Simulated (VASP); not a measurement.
# BiBrO (P4/nmm) in VASP: notebook, part 3 of 3

VASP 6.6.1. Earlier steps stand in the parts before.

### Step 5. Single point, LDA

This run uses another cell than the first one, of 21.16 Å³/atom.

INCAR reads:

```
PREC = Accurate ; ENCUT = 520
EDIFF = 1E-7 ; ISMEAR = 0
SIGMA = 0.05 ; LREAL = F
LASPH = T ; NELM = 80
ALGO = Normal ; ISIF = 2
LWAVE = F ; LCHARG = F
GGA = CA ; NBANDS = 37
```

KPOINTS reads:

```
regular mesh
0
Gamma
  8 8 4
```

POSCAR reads:

```
BiBrO
1.0
    4.0120000000      0.0000000000      0.0000000000
    0.0000000000      4.0120000000      0.0000000000
    0.0000000000      0.0000000000      7.8867516861
Bi Br O
2 2 2
Direct
    0.0000000000      0.5000000000      0.1575579020
    0.5000000000      0.0000000000      0.8424420980
    0.0000000000      0.5000000000      0.6517216503
    0.5000000000      0.0000000000      0.3482783497
    0.0000000000      0.0000000000      0.0000000000
    0.5000000000      0.5000000000      0.0000000000
```

Started as:

```sh
cat potpaw_LDA.64/Bi_d/POTCAR potpaw_LDA.64/Br/POTCAR potpaw_LDA.64/O/POTCAR > POTCAR
mpirun -np 1 vasp_std > vasp.out
```

Run time: 2 min. Hardware: 1 thread of Intel Xeon 6975P-C (Granite Rapids), shared host; peak memory 0.3 GiB.

It converged, with:

```
Free energy            : -31.7685 eV
Pressure               : -5.8 GPa
Largest force          : 0.478 eV/Å
Band gap on the k mesh : 1.91 eV (least direct gap 2.02 eV)
```

Forces on the atoms (eV/Å):
```
Bi   0.000  0.000 -0.478
Bi   0.000  0.000  0.478
Br   0.000  0.000  0.170
Br   0.000  0.000 -0.170
O    0.000  0.000  0.000
O    0.000  0.000  0.000
```

Stress tensor (GPa, compression positive):
```
-6.74  0.00  0.00
 0.00 -6.74  0.00
 0.00  0.00 -3.82
```

Levels at points of the mesh, in eV from the valence-band top:
| k point | band 26 | band 27 | band 28 | band 29 | band 30 | band 31 |
| --- | --- | --- | --- | --- | --- | --- |
| (0.00, 0.00, 0.00) | -0.72 | -0.72 | -0.69 | 2.19 | 3.18 | 4.80 |
| (0.50, 0.00, 0.00) | -0.53 | -0.13 | -0.13 | 4.15 | 4.15 | 4.60 |
| (0.50, 0.50, 0.00) | -0.83 | -0.58 | -0.58 | 3.35 | 3.35 | 4.94 |
| (0.00, 0.00, 0.50) | -0.38 | -0.38 | -0.11 | 1.91 | 2.25 | 4.67 |
| (0.50, 0.00, 0.50) | -0.55 | 0.00 | 0.00 | 3.95 | 3.95 | 4.65 |
| (0.50, 0.50, 0.50) | -1.03 | -0.90 | -0.90 | 4.00 | 4.00 | 5.09 |

Caveat: the cell stands under tension; spin-orbit coupling is left out, which moves the levels of the heavy elements. A hybrid or GW would open this gap; LDA tends to underestimate it.

### Step 6. Single point, LDA

This run uses another cell than the first one, of 21.48 Å³/atom.

INCAR reads:

```
ALGO     = Normal         # electronic algorithm
EDIFF    = 1E-6           # SCF threshold, eV
ENCUT    = 520            # plane-wave cutoff, eV
GGA      = CA             # functional
ISIF     = 2              # what is computed and relaxed
ISMEAR   = 0              # smearing method
LASPH    = True           # aspherical terms in the spheres
LCHARG   = True           # write CHGCAR
LELF     = True           # ELF
LREAL    = False          # projectors in reciprocal space
LVHAR    = True         
LWAVE    = False          # write WAVECAR
NBANDS   = 37             # bands
NELM     = 60             # most SCF steps
PREC     = Accurate       # precision mode
SIGMA    = 0.05           # smearing width, eV
```

KPOINTS reads:

```
k-points
0
Gamma
  8 8 4
```

POSCAR, as its differences from that of step 5:

```diff
@@ -2,5 +2,5 @@
 1.0
-    4.0120000000      0.0000000000      0.0000000000
-    0.0000000000      4.0120000000      0.0000000000
-    0.0000000000      0.0000000000      7.8867516861
+    4.0767000000      0.0000000000      0.0000000000
+    0.0000000000      4.0767000000      0.0000000000
+    0.0000000000      0.0000000000      7.7553000000
 Bi Br O
```

Potentials or basis: VASP PAW LDA potentials, release 64 (Bi_d, Br, O).

Started as:

```sh
cat potpaw_LDA.64/Bi_d/POTCAR potpaw_LDA.64/Br/POTCAR potpaw_LDA.64/O/POTCAR > POTCAR
mpirun -np 1 vasp_std > vasp.out
```

Wall time 2.2 min (1 thread of Intel Xeon 6975P-C (Granite Rapids), shared host); peak memory 0.3 GiB.

Results (log left out):

```yaml
Free_energy: -31.6250 eV
Pressure: -7.2 GPa
Largest_force: 0.500 eV/Å
Band_gap_on_the_k_mesh: 1.74 eV (least direct gap 1.87 eV)
```

Forces in eV/Å, atoms in the order of the input:
```
Bi   0.000  0.000 -0.500
Bi   0.000  0.000  0.500
Br   0.000  0.000  0.163
Br   0.000  0.000 -0.163
O    0.000  0.000  0.000
O    0.000  0.000  0.000
```

Stress tensor (GPa, compression positive):
```
-8.73  0.00  0.00
 0.00 -8.73  0.00
 0.00  0.00 -4.16
```

Levels at points of the mesh, in eV from the valence-band top:
```csv
k point,band 24,band 25,band 26,band 27,band 28,band 29,band 30,band 31,band 32,band 33
"(0.00, 0.00, 0.00)",-1.03,-1.03,-0.72,-0.72,-0.69,2.08,3.12,4.72,4.72,6.26
"(0.50, 0.00, 0.00)",-0.74,-0.56,-0.56,-0.20,-0.20,4.06,4.06,4.47,4.47,4.81
"(0.50, 0.50, 0.00)",-0.97,-0.70,-0.70,-0.50,-0.50,3.35,3.35,4.86,4.86,6.09
"(0.00, 0.00, 0.50)",-1.27,-0.49,-0.35,-0.35,-0.13,1.74,2.09,4.63,4.63,6.21
"(0.50, 0.00, 0.50)",-0.73,-0.58,-0.58,0.00,0.00,3.84,3.84,4.54,4.54,4.58
"(0.50, 0.50, 0.50)",-1.60,-1.01,-1.01,-0.97,-0.97,3.93,3.93,4.93,4.93,5.73
```

Caveat: the cell stands under tension; spin-orbit coupling is left out, which moves the levels of the heavy elements.

### Step 7. Single point, LDA

This run uses another cell than the first one, of 21.50 Å³/atom.

INCAR reads:

```
  PREC = Accurate
  ENCUT = 520
  EDIFF = 1E-6
  ISMEAR = 0
  SIGMA = 0.05
  LREAL = False
  LASPH = True
  NELM = 60
  ALGO = Normal
  ISIF = 2
  LWAVE = False
  LCHARG = True
  LELF = True
  LVHAR = True
  NBANDS = 37
```

KPOINTS reads:

```
Automatic mesh
0
Gamma
  8 8 4
```

POSCAR, as its differences from that of step 6:

```diff
@@ -2,5 +2,5 @@
 1.0
-    4.0767000000      0.0000000000      0.0000000000
-    0.0000000000      4.0767000000      0.0000000000
-    0.0000000000      0.0000000000      7.7553000000
+    3.9473000000      0.0000000000      0.0000000000
+    0.0000000000      3.9473000000      0.0000000000
+    0.0000000000      0.0000000000      8.2811000000
 Bi Br O
```

Started as:

```sh
cat potpaw_LDA.64/Bi_d/POTCAR potpaw_LDA.64/Br/POTCAR potpaw_LDA.64/O/POTCAR > POTCAR
mpirun -np 1 vasp_std > vasp.out
```

Wall time 2.1 min (1 thread of Intel Xeon 6975P-C (Granite Rapids), shared host); peak memory 0.31 GiB.

The run converged. Its results:

```
Free energy            : -31.7392 eV
Pressure               : -6.1 GPa
Largest force          : 0.976 eV/Å
Band gap on the k mesh : 2.11 eV (least direct gap 2.30 eV)
```

Forces in eV/Å, atoms in the order of the input:
```
Bi   0.000  0.000 -0.976
Bi   0.000  0.000  0.976
Br   0.000  0.000  0.312
Br   0.000  0.000 -0.312
O    0.000  0.000  0.000
O    0.000  0.000  0.000
```

Stress tensor (GPa, compression positive):
```
-6.03  0.00  0.00
 0.00 -6.03  0.00
 0.00  0.00 -6.37
```

Levels at points of the mesh, in eV from the valence-band top:
| k point | band 25 | band 26 | band 27 | band 28 | band 29 | band 30 | band 31 | band 32 |
| --- | --- | --- | --- | --- | --- | --- | --- | --- |
| (0.00, 0.00, 0.00) | -1.01 | -0.71 | -0.71 | -0.59 | 2.23 | 3.14 | 4.64 | 4.64 |
| (0.50, 0.00, 0.00) | -0.52 | -0.52 | -0.15 | -0.15 | 4.02 | 4.02 | 4.60 | 4.60 |
| (0.50, 0.50, 0.00) | -0.77 | -0.77 | -0.70 | -0.70 | 3.06 | 3.06 | 4.76 | 4.76 |
| (0.00, 0.00, 0.50) | -0.97 | -0.47 | -0.47 | -0.19 | 2.11 | 2.43 | 4.48 | 4.48 |
| (0.50, 0.00, 0.50) | -0.52 | -0.52 | -0.13 | -0.13 | 3.86 | 3.86 | 4.64 | 4.64 |
| (0.50, 0.50, 0.50) | -1.08 | -1.08 | -0.70 | -0.70 | 3.70 | 3.70 | 5.01 | 5.01 |

Caveat: the cell stands under tension; spin-orbit coupling is left out, which moves the levels of the heavy elements. A k mesh can miss the band edges.

### Step 8. Summary

| cell | gap on the mesh (eV) | pressure (GPa) | largest force (eV/Å) |
| --- | --- | --- | --- |
| a = 3.883, b = 3.883, c = 7.624 Å, 6 atoms | 1.92 | 3.4 | 0.66 |
| a = 3.947, b = 3.947, c = 7.492 Å, 6 atoms | 1.81 | 1.1 | 0.57 |
| a = 4.077, b = 4.077, c = 7.624 Å, 6 atoms | 1.68 | -6.2 | 0.29 |
| a = 4.012, b = 4.012, c = 7.887 Å, 6 atoms | 1.91 | -5.8 | 0.48 |
| a = 4.077, b = 4.077, c = 7.755 Å, 6 atoms | 1.74 | -7.2 | 0.50 |
| a = 3.947, b = 3.947, c = 8.281 Å, 6 atoms | 2.11 | -6.1 | 0.98 |

Alike in all rows: task single point; level LDA; potentials or basis VASP PAW LDA potentials, release 64 (Bi_d, Br, O); no spin polarisation; k mesh 8 × 8 × 4; cutoff (eV) 520; smearing gaussian 0.05 eV.

Caveats: spin-orbit coupling is left out, which moves the levels of the heavy elements; the cell stands under tension (at least some runs); the cell stands under pressure (at least some runs).

Absolute energies hang on the potentials; compare differences alone.
